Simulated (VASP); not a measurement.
The system is LuSb.

```
Lu Sb
1.0
     0.00000    3.03933    3.03933
     3.03933    0.00000    3.03933
     3.03933    3.03933    0.00000
Lu Sb
1 1
Direct
  0.00000 0.00000 0.00000
  0.50000 0.50000 0.50000
```

- Program: VASP 6.6.1
- Task: relaxation of cell and atoms
- Functional: PBEsol
- Potentials or basis: VASP PAW PBE potentials, release 64 (Lu, Sb)
- Cutoff: 600 eV
- k mesh: 9 × 9 × 9
- Occupations: fermi-dirac, width 0.1 eV
- Spin: no spin polarisation

At the start: pressure -2.3 GPa; volume 28.08 Å³/atom.

Question: How do energy, volume and symmetry change on relaxing?

Answer: Over 3 steps the energy falls by 7.7 meV/atom and the volume is 27.05 Å³/atom (-3.7 %); space group Fm-3m (No. 225, to 0.1 Å) before and after.

The path:
```tsv
step	energy change (eV)	largest force (eV/Å)	pressure (GPa)	volume (Å³)
1	0.0000	0.0000	-2.32	56.15
2	-0.0095	0.0000	1.69	52.91
3	-0.0153	0.0000	0.01	54.10
```

Final structure:
```yaml
crystal:
  lattice:
    - [0.00000, 3.00184, 3.00184]
    - [3.00184, 0.00000, 3.00184]
    - [3.00184, 3.00184, 0.00000]
  atoms:
    - { symbol: Lu, position: [0.00000, 0.00000, 0.00000] }
    - { symbol: Sb, position: [0.50000, 0.50000, 0.50000] }
```

Caveat: the PAW data sets were made with another functional, which shifts forces and pressure a little.
